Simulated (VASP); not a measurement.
# Rh (Pm-3n) in VASP: a series of runs

Rh is run at these levels: PBE; tasks: single point, relaxation of cell and atoms.

Everything below comes from runs of VASP 6.6.1. Logs are shortened: lines on timing, memory, paths and dates and some standing lists are left out, and cuts for length are marked.

## Step 1: The cell of the first run

The structure is cubic, space group Pm-3n (No. 223). Conventional cell: a = 4.817 Å, b = 4.817 Å, c = 4.817 Å, α = 90.00°, β = 90.00°, γ = 90.00°. Within 3.6 Å of Rh (site symmetry m-3) lie 12 Rh at 2.69 Å. Within 3.2 Å of Rh (site symmetry -4m2) lie 14 Rh at 2.41 to 2.95 Å.

## Step 2: Single point, PBE

The input, INCAR:

```
  PREC = Accurate
  ENCUT = 520
  EDIFF = 1E-6
  ISMEAR = 0
  SIGMA = 0.1
  LREAL = F
  LASPH = T
  NELM = 80
  ALGO = Normal
  ISIF = 2
  LWAVE = F
  LCHARG = F
  GGA = PE
  NBANDS = 70
```

The input, KPOINTS:

```
Automatic mesh
0
Gamma
  4 4 4
```

The input, POSCAR:

```
Rh
1.0
    4.8167028597      0.0000000000      0.0000000000
    0.0000000000      4.8167028597      0.0000000000
    0.0000000000      0.0000000000      4.8167028597
Rh
8
Direct
    0.5000000000      0.5000000000      0.5000000000
    0.0000000000      0.0000000000      0.0000000000
    0.2500000000      0.0000000000      0.5000000000
    0.5000000000      0.2500000000      0.0000000000
    0.5000000000      0.7500000000      0.0000000000
    0.7500000000      0.0000000000      0.5000000000
    0.0000000000      0.5000000000      0.7500000000
    0.0000000000      0.5000000000      0.2500000000
```

Potentials or basis: VASP PAW PBE potentials, release 64 (Rh_pv).

Launch:

```sh
$ cat potpaw_PBE.64/Rh_pv/POTCAR > POTCAR
$ mpirun -np 1 vasp_std > vasp.out
```

OUTCAR:

```text
PREC = Accurate
   ENCUT = 520
   EDIFF = 1E-6
   ISMEAR = 0
   LREAL = F
   LASPH = T
   NELM = 80
   ISIF = 2
   GGA = PE

 ion  position               nearest neighbor table
   1  0.500  0.500  0.500-   3 2.69   4 2.69   5 2.69   6 2.69   7 2.69   8 2.69   4 2.69   5 2.69
                             3 2.69   6 2.69   7 2.69   8 2.69
   2  0.000  0.000  0.000-   3 2.69   4 2.69   5 2.69   6 2.69   7 2.69   8 2.69   3 2.69   6 2.69
                             7 2.69   8 2.69   4 2.69   5 2.69
   3  0.250  0.000  0.500-   6 2.41   6 2.41   1 2.69   2 2.69   1 2.69   2 2.69   8 2.95   5 2.95
                             4 2.95   5 2.95   4 2.95   7 2.95   8 2.95   7 2.95
   4  0.500  0.250  0.000-   5 2.41   5 2.41   1 2.69   1 2.69   2 2.69   2 2.69   8 2.95   3 2.95
                             3 2.95   6 2.95   6 2.95   7 2.95   7 2.95   8 2.95
   5  0.500  0.750  0.000-   4 2.41   4 2.41   1 2.69   1 2.69   2 2.69   2 2.69   8 2.95   3 2.95
                             3 2.95   6 2.95   6 2.95   7 2.95   7 2.95   8 2.95
   6  0.750  0.000  0.500-   3 2.41   3 2.41   1 2.69   2 2.69   1 2.69   2 2.69   8 2.95   4 2.95
                             4 2.95   5 2.95   5 2.95   7 2.95   8 2.95   7 2.95
   7  0.000  0.500  0.750-   8 2.41   8 2.41   1 2.69   2 2.69   2 2.69   1 2.69   3 2.95   4 2.95
                             5 2.95   3 2.95   6 2.95   6 2.95   4 2.95   5 2.95
   8  0.000  0.500  0.250-   7 2.41   7 2.41   1 2.69   2 2.69   2 2.69   1 2.69   3 2.95   4 2.95
                             5 2.95   3 2.95   6 2.95   6 2.95   4 2.95   5 2.95

  LATTYP: Found a simple cubic cell.
 ALAT       =     4.8167028597

  Lattice vectors:

 A1 = (   4.8167028597,   0.0000000000,   0.0000000000)
 A2 = (   0.0000000000,   4.8167028597,   0.0000000000)
 A3 = (   0.0000000000,   0.0000000000,   4.8167028597)

Analysis of symmetry for initial positions (statically):
=====================================================================
 Subroutine PRICEL returns:
 Original cell was already a primitive cell.

 Routine SETGRP: Setting up the symmetry group for a
 simple cubic supercell.

 Subroutine GETGRP returns: Found 48 space group operations
 (whereof 24 operations were pure point group operations)
 out of a pool of 48 trial point group operations.

The static configuration has the point symmetry T_h .
 The point group associated with its full space group is O_h .

Analysis of symmetry for dynamics (positions and initial velocities):
=====================================================================
 Subroutine PRICEL returns:
 Original cell was already a primitive cell.

 Routine SETGRP: Setting up the symmetry group for a
 simple cubic supercell.

 Subroutine GETGRP returns: Found 48 space group operations
 (whereof 24 operations were pure point group operations)
 out of a pool of 48 trial point group operations.

The dynamic configuration has the point symmetry T_h .
 The point group associated with its full space group is O_h .

 Subroutine INISYM returns: Found 48 space group operations
 (whereof 24 operations are pure point group operations),
 and found     1 'primitive' translations

----------------------------------------------------------------------------------------

                                     Primitive cell

  volume of cell :     111.7505

  direct lattice vectors                    reciprocal lattice vectors
     4.816702860  0.000000000  0.000000000     0.207610897  0.000000000  0.000000000
     0.000000000  4.816702860  0.000000000     0.000000000  0.207610897  0.000000000
     0.000000000  0.000000000  4.816702860     0.000000000  0.000000000  0.207610897

  length of vectors
     4.816702860  4.816702860  4.816702860     0.207610897  0.207610897  0.207610897

  position of ions in fractional coordinates (direct lattice)
     0.500000000  0.500000000  0.500000000
     0.000000000  0.000000000  0.000000000
     0.250000000  0.000000000  0.500000000
     0.500000000  0.250000000  0.000000000
     0.500000000  0.750000000  0.000000000
     0.750000000  0.000000000  0.500000000
     0.000000000  0.500000000  0.750000000
     0.000000000  0.500000000  0.250000000

  ion indices of the primitive-cell ions
   primitive index   ion index
                 1           1
                 2           2
                 3           3
                 4           4
                 5           5
                 6           6
                 7           7
                 8           8

----------------------------------------------------------------------------------------

 KPOINTS: Automatic mesh

Automatic generation of k-mesh.
 Grid dimensions read from file:
 generate k-points for:    4    4    4

 Generating k-lattice:

  Cartesian coordinates                     Fractional coordinates (reciprocal lattice)
     0.051902724  0.000000000  0.000000000     0.250000000  0.000000000  0.000000000
     0.000000000  0.051902724  0.000000000     0.000000000  0.250000000  0.000000000
     0.000000000  0.000000000  0.051902724     0.000000000  0.000000000  0.250000000

  Length of vectors
     0.051902724  0.051902724  0.051902724

  Shift w.r.t. Gamma in fractional coordinates (k-lattice)
     0.000000000  0.000000000  0.000000000

 Subroutine IBZKPT returns following result:
 ===========================================

 Found     10 irreducible k-points:

 Following reciprocal coordinates:
            Coordinates               Weight
  0.000000  0.000000  0.000000      1.000000
  0.250000  0.000000  0.000000      6.000000
  0.500000  0.000000  0.000000      3.000000
  0.250000  0.250000  0.000000     12.000000
  0.500000  0.250000  0.000000     12.000000
  0.500000  0.500000  0.000000      3.000000
  0.250000  0.250000  0.250000      8.000000
  0.500000  0.250000  0.250000     12.000000
  0.500000  0.500000  0.250000      6.000000
  0.500000  0.500000  0.500000      1.000000
   k-points           NKPTS =     10   k-points in BZ     NKDIM =     10   number of bands    NBANDS=     70
   number of dos      NEDOS =    301   number of ions     NIONS =      8
   total plane-waves  NPLWV =  46656
   dimension x,y,z NGX =    36 NGY =   36 NGZ =   36
   dimension x,y,z NGXF=    72 NGYF=   72 NGZF=   72
   ions per type =               8
   NGX,Y,Z   is equivalent  to a cutoff of  12.43, 12.43, 12.43 a.u.
   NGXF,Y,Z  is equivalent  to a cutoff of  24.85, 24.85, 24.85 a.u.
 SYSTEM =  unknown system
   PREC   = accura    normal or accurate (medium, high low for compatibility)
   ISTART =      0    job   : 0-new  1-cont  2-samecut
   ICHARG =      2    charge: 1-file 2-atom 10-const
   ISPIN  =      1    spin polarized calculation?
   LNONCOLLINEAR =      F non collinear calculations
   LSORBIT =      F    spin-orbit coupling
   LASPH  =      T    aspherical Exc in radial PAW
   ENCUT  =  520.0 eV  38.22 Ry    6.18 a.u.   8.96  8.96  8.96*2*pi/ulx,y,z
   NELM   =     80;   NELMIN=  2; NELMDL= -5     # of ELM steps
   EDIFF  = 0.1E-05   stopping-criterion for ELM
   LREAL  =      F    real-space projection
[... 7 lines left out ...]
   TEBEG  =    0.0;   TEEND  =   0.0 temperature during run
   PSTRESS=    0.0 pullay stress
   NELECT =     120.0000    total number of electrons
   NUPDOWN=      -1.0000    fix difference up-down
   EMIN   =  10.00;   EMAX   =-10.00  energy-range for DOS
   EFERMI =   0.00;   METHOD = LEGACY
   ISMEAR =     0;   SIGMA  =   0.10  broadening in eV -4-tet -1-fermi 0-gaus
   EFERMI_NEDOS =   21; number of points for ismear=-14 and -15
   IALGO  =     38    algorithm
   IMIX   =      4    mixing-type and parameters
     AMIX     =   0.40;   BMIX     =  1.00
     AMIX_MAG =   1.60;   BMIX_MAG =  1.00
  volume/ion in A,a.u.               =      13.97        94.27
  Fermi-wavevector in a.u.,A,eV,Ry     =   1.676430  3.167993 38.238046  2.810417
  Thomas-Fermi vector in A             =   2.760874
   LORBIT       =      0    0 simple, 1 ext, 2 COOP (PROOUT), +10 PAW based schemes
   GGA     = PE    functional components
   LHFCALC =     F    Hartree Fock is set to
   AEXX    =    0.0000 exact exchange contribution
   IVDW    =     0    specifies the selected vdW correction
   LEPSILON=     F    determine dielectric tensor
   LRPA    =     F    only Hartree local field effects (RPA)
 non-spin polarized calculation
 Gauss-broadening in eV      SIGMA  =   0.10
  energy-cutoff  :      520.00
  volume of cell :      111.75
 maximum number of plane-waves:      3031
 NGX is ok and might be reduce to    36
   NGX = 17   NGY = 17   NGZ = 17

 number of electron     119.9999982 magnetization

 Free energy of the ion-electron system (eV)
  ---------------------------------------------------
  ext. energy  EPLUGINS =         0.00000000
  ---------------------------------------------------
  free energy    TOTEN  =       -55.46903401 eV

  energy without entropy =      -55.37794249  energy(sigma->0) =      -55.42348825

 E-fermi :  11.6912     XC(G=0): -13.9041

 val. band max:       11.6693604259   @ k =   0.5000   0.5000   0.0000
 cond. band min:      11.6991103671   @ k =   0.5000   0.5000   0.5000
 fundamental gap:      0.0297499412
 Fermi energy:        11.6911690555

 k-point     1 :       0.0000    0.0000    0.0000
  band No.  band energies     occupation
      1     -35.7918      2.00000
      2     -35.7918      2.00000
      3     -35.7142      2.00000
      4     -35.2157      2.00000
      5     -35.2157      2.00000
      6     -35.2157      2.00000
[... 62 lines left out ...]
     69      16.5774      0.00000
     70      16.5774      0.00000

 k-point     2 :       0.2500    0.0000    0.0000
  band No.  band energies     occupation
      1     -35.7950      2.00000
      2     -35.7638      2.00000
      3     -35.6061      2.00000
      4     -35.2089      2.00000
      5     -35.2089      2.00000
      6     -35.1420      2.00000
[... 576 lines left out ...]
 k-point    10 :       0.5000    0.5000    0.5000
  band No.  band energies     occupation
      1     -35.3017      2.00000
      2     -35.3017      2.00000
      3     -35.3017      2.00000
      4     -35.3017      2.00000
      5     -35.3017      2.00000
      6     -35.3017      2.00000
[... 62 lines left out ...]
     69      13.2680      0.00000
     70      13.2680      0.00000

------------------------ aborting loop because EDIFF is reached ----------------------------------------

  FORCE on cell =-STRESS in cart. coord.  units (eV):
  Direction    XX          YY          ZZ          XY          YZ          ZX
  --------------------------------------------------------------------------------------
  -------------------------------------------------------------------------------------
  Total        7.4775130      7.4775130      7.4775130      0.0000000      0.0000000     -0.0000000
  in kB      107.2057784    107.2057784    107.2057784      0.0000000      0.0000000     -0.0000000
  external PRESSURE =     107.2057784 kB  Pullay stress =       0.0000000 kB

 VOLUME and BASIS-vectors are now :
 -----------------------------------------------------------------------------
  energy-cutoff  :      520.00
  volume of cell :      111.75
      direct lattice vectors                 reciprocal lattice vectors
     4.816702860  0.000000000  0.000000000     0.207610897  0.000000000  0.000000000
     0.000000000  4.816702860  0.000000000     0.000000000  0.207610897  0.000000000
     0.000000000  0.000000000  4.816702860     0.000000000  0.000000000  0.207610897

 POSITION                                       TOTAL-FORCE (eV/Angst)
 -----------------------------------------------------------------------------------
      2.40835      2.40835      2.40835        -0.000000     -0.000000     -0.000000
      0.00000      0.00000      0.00000        -0.000000     -0.000000     -0.000000
      1.20418      0.00000      2.40835        -0.000000      0.000000      0.000000
      2.40835      1.20418      0.00000         0.000000     -0.000000     -0.000000
      2.40835      3.61253      0.00000         0.000000      0.000000      0.000000
      3.61253      0.00000      2.40835         0.000000     -0.000000      0.000000
      0.00000      2.40835      3.61253        -0.000000     -0.000000     -0.000000
      0.00000      2.40835      1.20418        -0.000000      0.000000      0.000000
 -----------------------------------------------------------------------------------
    total drift:                                0.000000      0.000000     -0.000000

  FREE ENERGIE OF THE ION-ELECTRON SYSTEM (eV)
  ---------------------------------------------------
  free  energy   TOTEN  =       -55.4690340064 eV

  energy  without entropy=      -55.3779424897  energy(sigma->0) =      -55.42348825
```

Wall time 41 s (1 thread of AMD EPYC 9R45 (Zen 5), shared host); peak memory 0.19 GiB.

What came out:

```yaml
Free_energy: -55.4690 eV
Pressure: 10.7 GPa
Band_gap_on_the_k_mesh: zero (bands 60 and 61 overlap by 0.37 eV)
```

Levels at points of the mesh, in eV from the Fermi level:
| k point | band 57 | band 58 | band 59 | band 60 | band 61 | band 62 | band 63 | band 64 |
| --- | --- | --- | --- | --- | --- | --- | --- | --- |
| (0.00, 0.00, 0.00) | -0.87 | -0.35 | -0.35 | 0.18 | 0.18 | 0.18 | 0.60 | 0.60 |
| (0.50, 0.00, 0.00) | -0.33 | -0.33 | -0.23 | -0.23 | -0.16 | -0.16 | 0.57 | 0.57 |
| (0.50, 0.50, 0.00) | -0.70 | -0.59 | -0.19 | -0.19 | -0.02 | 0.27 | 0.28 | 0.28 |
| (0.50, 0.50, 0.50) | -0.12 | -0.12 | -0.12 | -0.12 | 0.01 | 0.01 | 0.01 | 0.01 |

Caveat: the cell stands under pressure.

## Step 3: Single point, PBE

This run uses another cell than the first one, of 14.55 Å³/atom.

The input, INCAR:

```
SYSTEM = Rh
  ALGO = Normal
  EDIFF = 1E-6
  ENCUT = 520
  GGA = PE
  ISIF = 2
  ISMEAR = 0
  LASPH = .TRUE.
  LCHARG = .FALSE.
  LREAL = .FALSE.
  LWAVE = .FALSE.
  NBANDS = 70
  NELM = 100
  PREC = Accurate
  SIGMA = 0.1
```

The input, KPOINTS:

```
k-points
0
G
  4 4 4
  0 0 0
```

POSCAR, as its differences from that of step 2:

```diff
@@ -2,5 +2,5 @@
 1.0
-    4.8167028597      0.0000000000      0.0000000000
-    0.0000000000      4.8167028597      0.0000000000
-    0.0000000000      0.0000000000      4.8167028597
+    4.8828478875      0.0000000000      0.0000000000
+    0.0000000000      4.8828478875      0.0000000000
+    0.0000000000      0.0000000000      4.8828478875
 Rh
```

Potentials or basis: VASP PAW PBE potentials, release 64 (Rh_pv).

Launch:

```sh
$ cat potpaw_PBE.64/Rh_pv/POTCAR > POTCAR
$ mpirun -np 1 vasp_std > vasp.out
```

Wall time 40 s (1 thread of AMD EPYC 9R45 (Zen 5), shared host); peak memory 0.19 GiB.

Results (log left out):

| Property | Result |
| --- | --- |
| Free energy | -55.6228 eV |
| Pressure | 0.0 GPa |
| Band gap on the k mesh | zero (bands 60 and 61 overlap by 0.35 eV) |

Levels at points of the mesh, in eV from the Fermi level:
```tsv
k point	band 57	band 58	band 59	band 60	band 61	band 62	band 63	band 64
(0.00, 0.00, 0.00)	-0.81	-0.32	-0.32	0.17	0.17	0.17	0.56	0.56
(0.50, 0.00, 0.00)	-0.30	-0.30	-0.21	-0.21	-0.15	-0.15	0.53	0.53
(0.50, 0.50, 0.00)	-0.65	-0.55	-0.17	-0.17	-0.02	0.26	0.26	0.26
(0.50, 0.50, 0.50)	-0.11	-0.11	-0.11	-0.11	0.01	0.01	0.01	0.01
```

(Part 1 of 2 ends here.)

The gap in the log of VASP goes by the Fermi energy; the results here count the filled bands.